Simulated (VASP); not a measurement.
# LiGa2 (Fd-3m) in VASP: further runs

Runs on LiGa2. Level: PBE. Tasks: single point, relaxation of cell and atoms.

All numbers are computed with VASP 6.6.1; they aren't measurements. Logs are shortened: lines on timing, memory, paths and dates and some standing lists are left out, and cuts for length are marked.

### 1 The cell of the first run

It takes space group Fd-3m (No. 227, cubic). The conventional cell has a = 7.775 Å, b = 7.775 Å, c = 7.775 Å, α = 90.00°, β = 90.00°, γ = 90.00°. Li (site symmetry -43m) has 12 Ga at 3.22 Å and 4 Li at 3.37 Å within 4.2 Å. Within 3.6 Å of Ga (site symmetry -3m) lie 6 Ga at 2.75 Å and 6 Li at 3.22 Å.

### 2 Single point, PBE

File INCAR:

```
ALGO = Normal
EDIFF = 1E-6
ENCUT = 520
GGA = PE
ISIF = 2
ISMEAR = 0
LASPH = True
LCHARG = False
LREAL = False
LWAVE = False
NBANDS = 38
NELM = 100
PREC = Accurate
SIGMA = 0.1
```

File KPOINTS:

```
k-points
0
Gamma
  4 4 4
```

File POSCAR:

```
LiGa2
1.0
    0.0000000000      3.8873828287      3.8873828287
    3.8873828287      0.0000000000      3.8873828287
    3.8873828287      3.8873828287      0.0000000000
Li Ga
2 4
Direct
    0.0000000000      0.0000000000      0.0000000000
    0.2500000000      0.2500000000      0.2500000000
    0.6250000000      0.6250000000      0.6250000000
    0.1250000000      0.6250000000      0.6250000000
    0.6250000000      0.6250000000      0.1250000000
    0.6250000000      0.1250000000      0.6250000000
```

Potentials or basis: VASP PAW PBE potentials, release 64 (Li_sv, Ga_d).

Started as:

```console
cat potpaw_PBE.64/Li_sv/POTCAR potpaw_PBE.64/Ga_d/POTCAR > POTCAR
mpirun -np 1 vasp_std > vasp.out
```

OUTCAR:

```text
EDIFF = 1E-6
   ENCUT = 520
   GGA = PE
   ISIF = 2
   ISMEAR = 0
   LASPH = True
   LREAL = False
   NELM = 100
   PREC = Accurate

 ion  position               nearest neighbor table
   1  0.000  0.000  0.000-
   2  0.250  0.250  0.250-
   3  0.625  0.625  0.625-   4 2.75   5 2.75   6 2.75   5 2.75   6 2.75   4 2.75
   4  0.125  0.625  0.625-   3 2.75   5 2.75   6 2.75   3 2.75   5 2.75   6 2.75
   5  0.625  0.625  0.125-   3 2.75   3 2.75   4 2.75   6 2.75   6 2.75   4 2.75
   6  0.625  0.125  0.625-   3 2.75   5 2.75   3 2.75   4 2.75   5 2.75   4 2.75

  LATTYP: Found a face centered cubic cell.
 ALAT       =     7.7747656574

  Lattice vectors:

 A1 = (   0.0000000000,   3.8873828287,   3.8873828287)
 A2 = (   3.8873828287,   0.0000000000,   3.8873828287)
 A3 = (   3.8873828287,   3.8873828287,   0.0000000000)

Analysis of symmetry for initial positions (statically):
=====================================================================
 Subroutine PRICEL returns:
 Original cell was already a primitive cell.

 Routine SETGRP: Setting up the symmetry group for a
 face centered cubic supercell.

 Subroutine GETGRP returns: Found 48 space group operations
 (whereof 24 operations were pure point group operations)
 out of a pool of 48 trial point group operations.

The static configuration has the point symmetry T_d .
 The point group associated with its full space group is O_h .

Analysis of symmetry for dynamics (positions and initial velocities):
=====================================================================
 Subroutine PRICEL returns:
 Original cell was already a primitive cell.

 Routine SETGRP: Setting up the symmetry group for a
 face centered cubic supercell.

 Subroutine GETGRP returns: Found 48 space group operations
 (whereof 24 operations were pure point group operations)
 out of a pool of 48 trial point group operations.

The dynamic configuration has the point symmetry T_d .
 The point group associated with its full space group is O_h .

 Subroutine INISYM returns: Found 48 space group operations
 (whereof 24 operations are pure point group operations),
 and found     1 'primitive' translations

----------------------------------------------------------------------------------------

                                     Primitive cell

  volume of cell :     117.4903

  direct lattice vectors                    reciprocal lattice vectors
     0.000000000  3.887382829  3.887382829    -0.128621240  0.128621240  0.128621240
     3.887382829  0.000000000  3.887382829     0.128621240 -0.128621240  0.128621240
     3.887382829  3.887382829  0.000000000     0.128621240  0.128621240 -0.128621240

  length of vectors
     5.497589518  5.497589518  5.497589518     0.222778523  0.222778523  0.222778523

  position of ions in fractional coordinates (direct lattice)
     0.000000000  0.000000000  0.000000000
     0.250000000  0.250000000  0.250000000
     0.625000000  0.625000000  0.625000000
     0.125000000  0.625000000  0.625000000
     0.625000000  0.625000000  0.125000000
     0.625000000  0.125000000  0.625000000

  ion indices of the primitive-cell ions
   primitive index   ion index
                 1           1
                 2           2
                 3           3
                 4           4
                 5           5
                 6           6

----------------------------------------------------------------------------------------

 KPOINTS: k-points

Automatic generation of k-mesh.
 Grid dimensions read from file:
 generate k-points for:    4    4    4

 Generating k-lattice:

  Cartesian coordinates                     Fractional coordinates (reciprocal lattice)
    -0.032155310  0.032155310  0.032155310     0.250000000  0.000000000  0.000000000
     0.032155310 -0.032155310  0.032155310     0.000000000  0.250000000  0.000000000
     0.032155310  0.032155310 -0.032155310     0.000000000  0.000000000  0.250000000

  Length of vectors
     0.055694631  0.055694631  0.055694631

  Shift w.r.t. Gamma in fractional coordinates (k-lattice)
     0.000000000  0.000000000  0.000000000

 Subroutine IBZKPT returns following result:
 ===========================================

 Found      8 irreducible k-points:

 Following reciprocal coordinates:
            Coordinates               Weight
  0.000000  0.000000  0.000000      1.000000
  0.250000  0.000000  0.000000      8.000000
  0.500000  0.000000  0.000000      4.000000
  0.250000  0.250000  0.000000      6.000000
  0.500000  0.250000  0.000000     24.000000
 -0.250000  0.250000  0.000000     12.000000
  0.500000  0.500000  0.000000      3.000000
 -0.250000  0.500000  0.250000      6.000000
   k-points           NKPTS =      8   k-points in BZ     NKDIM =      8   number of bands    NBANDS=     38
   number of dos      NEDOS =    301   number of ions     NIONS =      6
   total plane-waves  NPLWV =  74088
   dimension x,y,z NGX =    42 NGY =   42 NGZ =   42
   dimension x,y,z NGXF=    84 NGYF=   84 NGZF=   84
   ions per type =               2   4
   NGX,Y,Z   is equivalent  to a cutoff of  12.70, 12.70, 12.70 a.u.
   NGXF,Y,Z  is equivalent  to a cutoff of  25.40, 25.40, 25.40 a.u.
 SYSTEM =  unknown system
   PREC   = accura    normal or accurate (medium, high low for compatibility)
   ISTART =      0    job   : 0-new  1-cont  2-samecut
   ICHARG =      2    charge: 1-file 2-atom 10-const
   ISPIN  =      1    spin polarized calculation?
   LNONCOLLINEAR =      F non collinear calculations
   LSORBIT =      F    spin-orbit coupling
   LASPH  =      T    aspherical Exc in radial PAW
   ENCUT  =  520.0 eV  38.22 Ry    6.18 a.u.  10.22 10.22 10.22*2*pi/ulx,y,z
   NELM   =    100;   NELMIN=  2; NELMDL= -5     # of ELM steps
   EDIFF  = 0.1E-05   stopping-criterion for ELM
   LREAL  =      F    real-space projection
   EDIFFG = 0.1E-04   stopping-criterion for IOM
   NSW    =      0    number of steps for IOM
   IBRION =     -1    ionic relax: 0-MD 1-quasi-New 2-CG
   NFREE  =      0    steps in history (QN), initial steepest desc. (CG)
   ISIF   =      2    stress and relaxation
   ISYM   =      2    0-nonsym 1-usesym 2-fastsym
   POTIM  = 0.5000    time-step for ionic-motion
   TEBEG  =    0.0;   TEEND  =   0.0 temperature during run
   PSTRESS=    0.0 pullay stress
   NELECT =      58.0000    total number of electrons
   NUPDOWN=      -1.0000    fix difference up-down
   EMIN   =  10.00;   EMAX   =-10.00  energy-range for DOS
   EFERMI =   0.00;   METHOD = LEGACY
   ISMEAR =     0;   SIGMA  =   0.10  broadening in eV -4-tet -1-fermi 0-gaus
   EFERMI_NEDOS =   21; number of points for ismear=-14 and -15
   IALGO  =     38    algorithm
   IMIX   =      4    mixing-type and parameters
     AMIX     =   0.40;   BMIX     =  1.00
     AMIX_MAG =   1.60;   BMIX_MAG =  1.00
  volume/ion in A,a.u.               =      19.58       132.14
  Fermi-wavevector in a.u.,A,eV,Ry     =   1.293849  2.445020 22.776760  1.674045
  Thomas-Fermi vector in A             =   2.425469
   LORBIT       =      0    0 simple, 1 ext, 2 COOP (PROOUT), +10 PAW based schemes
   GGA     = PE    functional components
   LHFCALC =     F    Hartree Fock is set to
   AEXX    =    0.0000 exact exchange contribution
   IVDW    =     0    specifies the selected vdW correction
   LEPSILON=     F    determine dielectric tensor
   LRPA    =     F    only Hartree local field effects (RPA)
 non-spin polarized calculation
 Gauss-broadening in eV      SIGMA  =   0.10
  energy-cutoff  :      520.00
  volume of cell :      117.49
 maximum number of plane-waves:      3178
 NGX is ok and might be reduce to    42
   NGX = 21   NGY = 21   NGZ = 21

 number of electron      57.9999999 magnetization

 Free energy of the ion-electron system (eV)
  ---------------------------------------------------
  ext. energy  EPLUGINS =         0.00000000
  ---------------------------------------------------
  free energy    TOTEN  =       -15.73404367 eV

  energy without entropy =      -15.66644532  energy(sigma->0) =      -15.70024449

 E-fermi :   3.7294     XC(G=0):  -9.5218

 val. band max:        3.7198568260   @ k =  -0.2500   0.2500   0.0000
 cond. band min:       3.7451200492   @ k =   0.5000   0.2500   0.0000
 fundamental gap:      0.0252632232
 Fermi energy:         3.7293593729

 k-point     1 :       0.0000    0.0000    0.0000
  band No.  band energies     occupation
      1     -43.2480      2.00000
      2     -43.2443      2.00000
      3     -11.5181      2.00000
      4     -11.3503      2.00000
      5     -11.3503      2.00000
      6     -11.3503      2.00000
[... 30 lines left out ...]
     37      10.3355      0.00000
     38      12.5804      0.00000

 k-point     2 :       0.2500    0.0000    0.0000
  band No.  band energies     occupation
      1     -43.2476      2.00000
      2     -43.2447      2.00000
      3     -11.4684      2.00000
      4     -11.3326      2.00000
      5     -11.3297      2.00000
      6     -11.3297      2.00000
[... 30 lines left out ...]
     37       9.8719      0.00000
     38       9.8721      0.00000

 k-point     3 :       0.5000    0.0000    0.0000
  band No.  band energies     occupation
      1     -43.2471      2.00000
      2     -43.2452      2.00000
      3     -11.4211      2.00000
      4     -11.3214      2.00000
      5     -11.3214      2.00000
      6     -11.2749      2.00000
[... 30 lines left out ...]
     37      10.7345      0.00000
     38      10.7912      0.00000

 k-point     4 :       0.2500    0.2500    0.0000
  band No.  band energies     occupation
      1     -43.2475      2.00000
      2     -43.2448      2.00000
      3     -11.4455      2.00000
      4     -11.3374      2.00000
      5     -11.3107      2.00000
      6     -11.2946      2.00000
[... 30 lines left out ...]
     37       9.9828      0.00000
     38       9.9858      0.00000

 k-point     5 :       0.5000    0.2500    0.0000
  band No.  band energies     occupation
      1     -43.2468      2.00000
      2     -43.2455      2.00000
      3     -11.3761      2.00000
      4     -11.3071      2.00000
      5     -11.2973      2.00000
      6     -11.2682      2.00000
[... 30 lines left out ...]
     37       9.7245      0.00000
     38      10.6294      0.00000

 k-point     6 :      -0.2500    0.2500    0.0000
  band No.  band energies     occupation
      1     -43.2471      2.00000
      2     -43.2452      2.00000
      3     -11.4028      2.00000
      4     -11.3150      2.00000
      5     -11.3113      2.00000
      6     -11.2748      2.00000
[... 30 lines left out ...]
     37      10.3017      0.00000
     38      10.3752      0.00000

 k-point     7 :       0.5000    0.5000    0.0000
  band No.  band energies     occupation
      1     -43.2461      2.00000
      2     -43.2461      2.00000
      3     -11.3367      2.00000
      4     -11.3367      2.00000
      5     -11.2277      2.00000
      6     -11.2277      2.00000
[... 30 lines left out ...]
     37      10.0939      0.00000
     38      10.0982      0.00000

 k-point     8 :      -0.2500    0.5000    0.2500
  band No.  band energies     occupation
      1     -43.2461      2.00000
      2     -43.2461      2.00000
      3     -11.2935      2.00000
      4     -11.2935      2.00000
      5     -11.2926      2.00000
      6     -11.2926      2.00000
[... 30 lines left out ...]
     37       9.8948      0.00000
     38       9.8949      0.00000

------------------------ aborting loop because EDIFF is reached ----------------------------------------

  FORCE on cell =-STRESS in cart. coord.  units (eV):
  Direction    XX          YY          ZZ          XY          YZ          ZX
  --------------------------------------------------------------------------------------
  -------------------------------------------------------------------------------------
  Total       -1.1929627     -1.1929627     -1.1929627     -0.0000000     -0.0000000     -0.0000000
  in kB      -16.2680506    -16.2680506    -16.2680506     -0.0000000     -0.0000000     -0.0000000
  external PRESSURE =     -16.2680506 kB  Pullay stress =       0.0000000 kB

 VOLUME and BASIS-vectors are now :
 -----------------------------------------------------------------------------
  energy-cutoff  :      520.00
  volume of cell :      117.49
      direct lattice vectors                 reciprocal lattice vectors
     0.000000000  3.887382829  3.887382829    -0.128621240  0.128621240  0.128621240
     3.887382829  0.000000000  3.887382829     0.128621240 -0.128621240  0.128621240
     3.887382829  3.887382829  0.000000000     0.128621240  0.128621240 -0.128621240

 POSITION                                       TOTAL-FORCE (eV/Angst)
 -----------------------------------------------------------------------------------
      0.00000      0.00000      0.00000        -0.000000     -0.000000     -0.000000
      1.94369      1.94369      1.94369         0.000000      0.000000      0.000000
      4.85923      4.85923      4.85923        -0.000000      0.000000     -0.000000
      4.85923      2.91554      2.91554        -0.000000      0.000000     -0.000000
      2.91554      2.91554      4.85923        -0.000000      0.000000     -0.000000
      2.91554      4.85923      2.91554        -0.000000      0.000000     -0.000000
 -----------------------------------------------------------------------------------
    total drift:                                0.000000      0.000000      0.000000

  FREE ENERGIE OF THE ION-ELECTRON SYSTEM (eV)
  ---------------------------------------------------
  free  energy   TOTEN  =       -15.7340436675 eV

  energy  without entropy=      -15.6664453211  energy(sigma->0) =      -15.70024449
```

It took 24 s on 1 thread of AMD EPYC 9R45 (Zen 5), shared host; peak memory 0.22 GiB.

What came out:

- Free energy: -15.7340 eV
- Band gap on the k mesh: zero (bands 29 and 30 overlap by 4.86 eV)

Caveat: the cutoff is under 1.25 times the usual one of these potentials, so pressure, stress and relaxed cells hold a basis-set (Pulay) error.

(Part 1 of 2 ends here.)

The gap in the log of VASP goes by the Fermi energy; the results here count the filled bands.